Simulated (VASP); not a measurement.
# SnSe2 (P1) in VASP: single point with r2SCAN

Aim: the single point of SnSe2 with r2SCAN.

Program: VASP 6.6.1. These are calculated values, not measurements. Logs are shortened: lines on timing, memory, paths and dates and some standing lists are left out, and cuts for length are marked.

## 1. The cell of the first run

The typed cell holds 12 atoms: a = 7.650 Å, b = 7.650 Å, c = 6.227 Å, α = 90.00°, β = 90.00°, γ = 120.00°.

## 2. Single point, r2SCAN

Contents of POSCAR:

```
SnSe2
1.0
    7.6503276808     -0.0000000001      0.0000000000
   -3.8251638404      6.6253781189      0.0000000000
    0.0000000000      0.0000000000      6.2270561301
Sn Se
4 8
Direct
   -0.0019298295      0.0002374204      0.0074569747
    0.0131424431      0.5069829887     -0.0009026737
    0.4898051394      0.0035090827     -0.0012089180
    0.5002855261      0.4976814819     -0.0039198298
    0.1659069783      0.3314050852      0.2565785448
    0.3382713110      0.1639766034      0.7332509784
    0.1623511817      0.8370953175      0.2498045573
    0.3247465550      0.6619487856      0.7492421624
    0.6644314143      0.3326905967      0.2621195258
    0.8375854624      0.1591488035      0.7466478385
    0.6662559514      0.8333421732      0.2551896059
    0.8384922257      0.6677495112      0.7450241178
```

Contents of INCAR.step1:

```
PREC = Accurate ; ENCUT = 520
ISMEAR = -1 ; SIGMA = 0.069
LREAL = False ; LASPH = True
NELM = 100 ; NBANDS = 64
GGA = PE ; ALGO = Normal
EDIFF = 1E-4 ; LWAVE = True
LCHARG = False
```

Contents of INCAR.step2:

```
PREC = Accurate ; ENCUT = 520
EDIFF = 1E-6 ; ISMEAR = -1
SIGMA = 0.069 ; LREAL = False
LASPH = True ; NELM = 100
ALGO = Normal ; ISIF = 2
LWAVE = False ; LCHARG = True
METAGGA = R2SCAN ; LMIXTAU = True
LELF = True ; LVHAR = True
NBANDS = 64 ; ISTART = 1
```

Contents of KPOINTS:

```
regular mesh
0
Gamma
  3 3 2
```

Potentials or basis: VASP PAW PBE potentials, release 64 (Sn_d, Se).

Launch:

```sh
> cat potpaw_PBE.64/Sn_d/POTCAR potpaw_PBE.64/Se/POTCAR > POTCAR
> cp INCAR.step1 INCAR
> mpirun -np 1 vasp_std > vasp.out
> cp INCAR.step2 INCAR
> mpirun -np 1 vasp_std > vasp.out
```

OUTCAR:

```text
PREC = Accurate
   ENCUT = 520
   EDIFF = 1E-6
   ISMEAR = -1
   LREAL = False
   LASPH = True
   NELM = 100
   ISIF = 2
   METAGGA = R2SCAN
   ISTART = 1

 ion  position               nearest neighbor table
   1  0.998  0.000  0.007-   7 2.64  10 2.67  11 2.69   5 2.69  12 2.74   6 2.83   3 3.75
   2  0.013  0.507  0.999-   8 2.59   7 2.69   5 2.70  12 2.73  10 2.79   9 2.83   3 3.72
   3  0.490  0.004  0.999-   6 2.65   7 2.67   9 2.73   8 2.75  10 2.79  11 2.80   2 3.72   4 3.74
                             1 3.75
   4  0.500  0.498  0.996-   8 2.73  12 2.73   9 2.74   5 2.75  11 2.75   6 2.75   3 3.74
   5  0.166  0.331  0.257-   1 2.69   2 2.70   4 2.75
   6  0.338  0.164  0.733-   3 2.65   4 2.75   1 2.83
   7  0.162  0.837  0.250-   1 2.64   3 2.67   2 2.69
   8  0.325  0.662  0.749-   2 2.59   4 2.73   3 2.75
   9  0.664  0.333  0.262-   3 2.73   4 2.74   2 2.83
  10  0.838  0.159  0.747-   1 2.67   2 2.79   3 2.79
  11  0.666  0.833  0.255-   1 2.69   4 2.75   3 2.80
  12  0.838  0.668  0.745-   2 2.73   4 2.73   1 2.74

  LATTYP: Found a hexagonal cell.
 ALAT       =     7.6503276808
 C/A-ratio  =     0.8139594002

  Lattice vectors:

 A1 = (   7.6503276808,  -0.0000000001,   0.0000000000)
 A2 = (  -3.8251638404,   6.6253781189,   0.0000000000)
 A3 = (   0.0000000000,   0.0000000000,   6.2270561301)

Analysis of symmetry for initial positions (statically):
=====================================================================
 Subroutine PRICEL returns:
 Original cell was already a primitive cell.

 Routine SETGRP: Setting up the symmetry group for a
 hexagonal supercell.

 Subroutine GETGRP returns: Found  1 space group operations
 (whereof  1 operations were pure point group operations)
 out of a pool of 24 trial point group operations.

The static configuration has the point symmetry C_1 .

Analysis of symmetry for dynamics (positions and initial velocities):
=====================================================================
 Subroutine PRICEL returns:
 Original cell was already a primitive cell.

 Routine SETGRP: Setting up the symmetry group for a
 hexagonal supercell.

 Subroutine GETGRP returns: Found  1 space group operations
 (whereof  1 operations were pure point group operations)
 out of a pool of 24 trial point group operations.

The dynamic configuration has the point symmetry C_1 .

 Subroutine INISYM returns: Found  1 space group operations
 (whereof  1 operations are pure point group operations),
 and found     1 'primitive' translations

----------------------------------------------------------------------------------------

                                     Primitive cell

  volume of cell :     315.6265

  direct lattice vectors                    reciprocal lattice vectors
     7.650327681 -0.000000000  0.000000000     0.130713355  0.075467391  0.000000000
    -3.825163840  6.625378119  0.000000000     0.000000000  0.150934782  0.000000000
     0.000000000  0.000000000  6.227056130     0.000000000  0.000000000  0.160589527

  length of vectors
     7.650327681  7.650327681  6.227056130     0.150934782  0.150934782  0.160589527

  position of ions in fractional coordinates (direct lattice)
     0.998070171  0.000237420  0.007456975
     0.013142443  0.506982989  0.999097326
     0.489805139  0.003509083  0.998791082
     0.500285526  0.497681482  0.996080170
     0.165906978  0.331405085  0.256578545
     0.338271311  0.163976603  0.733250978
     0.162351182  0.837095318  0.249804557
     0.324746555  0.661948786  0.749242162
     0.664431414  0.332690597  0.262119526
     0.837585462  0.159148804  0.746647839
     0.666255951  0.833342173  0.255189606
     0.838492226  0.667749511  0.745024118

  ion indices of the primitive-cell ions
   primitive index   ion index
                 1           1
                 2           2
                 3           3
                 4           4
                 5           5
                 6           6
                 7           7
                 8           8
                 9           9
                10          10
                11          11
                12          12

----------------------------------------------------------------------------------------

 KPOINTS: regular mesh

Automatic generation of k-mesh.
 Grid dimensions read from file:
 generate k-points for:    3    3    2

 Generating k-lattice:

  Cartesian coordinates                     Fractional coordinates (reciprocal lattice)
     0.043571118  0.025155797  0.000000000     0.333333333 -0.000000000  0.000000000
     0.000000000  0.050311594  0.000000000     0.000000000  0.333333333  0.000000000
     0.000000000  0.000000000  0.080294764     0.000000000  0.000000000  0.500000000

  Length of vectors
     0.050311594  0.050311594  0.080294764

  Shift w.r.t. Gamma in fractional coordinates (k-lattice)
     0.000000000  0.000000000  0.000000000

 Subroutine IBZKPT returns following result:
 ===========================================

 Found     10 irreducible k-points:

 Following reciprocal coordinates:
            Coordinates               Weight
  0.000000  0.000000  0.000000      1.000000
  0.333333  0.000000  0.000000      2.000000
  0.000000  0.333333  0.000000      2.000000
 -0.333333  0.333333  0.000000      2.000000
  0.333333  0.333333  0.000000      2.000000
  0.000000  0.000000  0.500000      1.000000
  0.333333  0.000000  0.500000      2.000000
  0.000000  0.333333  0.500000      2.000000
 -0.333333  0.333333  0.500000      2.000000
  0.333333  0.333333  0.500000      2.000000
   k-points           NKPTS =     10   k-points in BZ     NKDIM =     10   number of bands    NBANDS=     64
   number of dos      NEDOS =    301   number of ions     NIONS =     12
   total plane-waves  NPLWV = 172800
   dimension x,y,z NGX =    60 NGY =   60 NGZ =   48
   dimension x,y,z NGXF=   120 NGYF=  120 NGZF=   96
   ions per type =               4   8
   NGX,Y,Z   is equivalent  to a cutoff of  13.04, 13.04, 12.81 a.u.
   NGXF,Y,Z  is equivalent  to a cutoff of  26.08, 26.08, 25.63 a.u.
 SYSTEM =  unknown system
   PREC   = accura    normal or accurate (medium, high low for compatibility)
   ISTART =      1    job   : 0-new  1-cont  2-samecut
   ICHARG =      0    charge: 1-file 2-atom 10-const
   ISPIN  =      1    spin polarized calculation?
   LNONCOLLINEAR =      F non collinear calculations
   LSORBIT =      F    spin-orbit coupling
   LASPH  =      T    aspherical Exc in radial PAW
   ENCUT  =  520.0 eV  38.22 Ry    6.18 a.u.  14.22 14.22 11.58*2*pi/ulx,y,z
   NELM   =    100;   NELMIN=  2; NELMDL=  0     # of ELM steps
   EDIFF  = 0.1E-05   stopping-criterion for ELM
   LREAL  =      F    real-space projection
   EDIFFG = 0.1E-04   stopping-criterion for IOM
   NSW    =      0    number of steps for IOM
   IBRION =     -1    ionic relax: 0-MD 1-quasi-New 2-CG
   NFREE  =      0    steps in history (QN), initial steepest desc. (CG)
   ISIF   =      2    stress and relaxation
   ISYM   =      2    0-nonsym 1-usesym 2-fastsym
   POTIM  = 0.5000    time-step for ionic-motion
   TEBEG  =    0.0;   TEEND  =   0.0 temperature during run
   PSTRESS=    0.0 pullay stress
   NELECT =     104.0000    total number of electrons
   NUPDOWN=      -1.0000    fix difference up-down
   EMIN   =  10.00;   EMAX   =-10.00  energy-range for DOS
   EFERMI =   0.00;   METHOD = LEGACY
   ISMEAR =    -1;   SIGMA  =   0.07  broadening in eV -4-tet -1-fermi 0-gaus
   EFERMI_NEDOS =   21; number of points for ismear=-14 and -15
   IALGO  =     38    algorithm
   IMIX   =      4    mixing-type and parameters
     AMIX     =   0.40;   BMIX     =  1.00
     AMIX_MAG =   1.60;   BMIX_MAG =  1.00
  volume/ion in A,a.u.               =      26.30       177.50
  Fermi-wavevector in a.u.,A,eV,Ry     =   1.130737  2.136782 17.395936  1.278565
  Thomas-Fermi vector in A             =   2.267434
   LORBIT       =      0    0 simple, 1 ext, 2 COOP (PROOUT), +10 PAW based schemes
   METAGGA = R2SCAN    functional components
   LHFCALC =     F    Hartree Fock is set to
   AEXX    =    0.0000 exact exchange contribution
   IVDW    =     0    specifies the selected vdW correction
   LEPSILON=     F    determine dielectric tensor
   LRPA    =     F    only Hartree local field effects (RPA)
 non-spin polarized calculation
  energy-cutoff  :      520.00
  volume of cell :      315.63
 maximum number of plane-waves:      8537
 NGX is ok and might be reduce to    60
   NGX = 29   NGY = 29   NGZ = 23

 number of electron     103.9999999 magnetization

 Free energy of the ion-electron system (eV)
  ---------------------------------------------------
  ext. energy  EPLUGINS =         0.00000000
  ---------------------------------------------------
  free energy    TOTEN  =      -218.28495926 eV

  energy without entropy =     -218.28409770  energy(sigma->0) =     -218.28452848

 E-fermi :   4.1587     XC(G=0):  -9.9336

 val. band max:        3.6772141027   @ k =   0.3333   0.0000   0.0000
 cond. band min:       4.5356955364   @ k =   0.0000   0.0000   0.5000
 fundamental gap:      0.8584814337
 Fermi energy:         4.1587067437

 k-point     1 :       0.0000    0.0000    0.0000
  band No.  band energies     occupation
      1     -18.3061      2.00000
      2     -18.2975      2.00000
      3     -18.2828      2.00000
      4     -18.2410      2.00000
      5     -18.2366      2.00000
      6     -18.2162      2.00000
[... 56 lines left out ...]
     63       9.2684      0.00000
     64       9.3059      0.00000

 k-point     2 :       0.3333    0.0000    0.0000
  band No.  band energies     occupation
      1     -18.2924      2.00000
      2     -18.2837      2.00000
      3     -18.2696      2.00000
      4     -18.2521      2.00000
      5     -18.2314      2.00000
      6     -18.2271      2.00000
[... 592 lines left out ...]
     63       9.7292      0.00000
     64       9.8796      0.00000

------------------------ aborting loop because EDIFF is reached ----------------------------------------

  FORCE on cell =-STRESS in cart. coord.  units (eV):
  Direction    XX          YY          ZZ          XY          YZ          ZX
  --------------------------------------------------------------------------------------
  -------------------------------------------------------------------------------------
  Total        2.0276476      1.6445194     -0.1741371      0.0602320     -0.8265394      0.5073507
  in kB       10.2927059      8.3478780     -0.8839512      0.3057486     -4.1956635      2.5754037
  external PRESSURE =       5.9188776 kB  Pullay stress =       0.0000000 kB

 VOLUME and BASIS-vectors are now :
 -----------------------------------------------------------------------------
  energy-cutoff  :      520.00
  volume of cell :      315.63
      direct lattice vectors                 reciprocal lattice vectors
     7.650327681 -0.000000000  0.000000000     0.130713355  0.075467391  0.000000000
    -3.825163840  6.625378119  0.000000000     0.000000000  0.150934782  0.000000000
     0.000000000  0.000000000  6.227056130     0.000000000  0.000000000  0.160589527

 POSITION                                       TOTAL-FORCE (eV/Angst)
 -----------------------------------------------------------------------------------
      7.63466      0.00157      0.04644        -0.230941     -0.010407     -0.541720
     -1.83875      3.35895      6.22144        -0.907263     -0.811515      0.164915
      3.73375      0.02325      6.21953         0.893275      0.206773      0.079989
      1.92364      3.29733      6.20265         0.277274      0.067785      0.167246
      0.00156      2.19568      1.59773         0.153649      0.187693     -0.117946
      1.96065      1.08641      4.56599        -0.327807      0.157753      0.499848
     -1.95999      5.54607      1.55555         0.257954     -0.116598      0.392000
     -0.04764      4.38566      4.66557         0.477456      0.274936     -0.270186
      3.81052      2.20420      1.63223         0.111987      0.053926     -0.640267
      5.79903      1.05442      4.64942        -0.307758      0.213092      0.277104
      1.90941      5.52121      1.58908        -0.296175     -0.156742     -0.269068
      3.86049      4.42409      4.63931        -0.101653     -0.066697      0.258084
 -----------------------------------------------------------------------------------
    total drift:                               -0.000399     -0.000125     -0.006864

  FREE ENERGIE OF THE ION-ELECTRON SYSTEM (eV)
  ---------------------------------------------------
  free  energy   TOTEN  =      -218.2849592580 eV

  energy  without entropy=     -218.2840977015  energy(sigma->0) =     -218.28452848
```

Wall time 6.4 min (1 thread of Intel Xeon 6975P-C (Granite Rapids), shared host); peak memory 0.53 GiB.

What came out:

| Property | Result |
| --- | --- |
| Free energy | -218.2850 eV |
| Pressure | 0.6 GPa |
| Largest force | 1.228 eV/Å |
| Band gap on the k mesh | 0.86 eV |

Forces on the atoms (eV/Å):
```
Sn  -0.231 -0.010 -0.542
Sn  -0.907 -0.812  0.165
Sn   0.893  0.207  0.080
Sn   0.277  0.068  0.167
Se   0.154  0.188 -0.118
Se  -0.328  0.158  0.500
Se   0.258 -0.117  0.392
Se   0.477  0.275 -0.270
Se   0.112  0.054 -0.640
Se  -0.308  0.213  0.277
Se  -0.296 -0.157 -0.269
Se  -0.102 -0.067  0.258
```

Levels at points of the mesh, in eV from the valence-band top:
| k point | band 49 | band 50 | band 51 | band 52 | band 53 | band 54 | band 55 | band 56 |
| --- | --- | --- | --- | --- | --- | --- | --- | --- |
| (0.00, 0.00, 0.00) | -0.28 | -0.24 | -0.23 | -0.11 | 1.27 | 1.35 | 1.40 | 1.49 |
| (0.00, 0.00, 0.50) | -0.60 | -0.54 | -0.13 | -0.12 | 0.86 | 0.89 | 1.05 | 2.80 |

Caveat: the k points lie up to 0.50 Å⁻¹ apart; the PAW data sets were made with another functional, which shifts forces and pressure a little; spin-orbit coupling is left out, which moves the levels of the heavy elements.
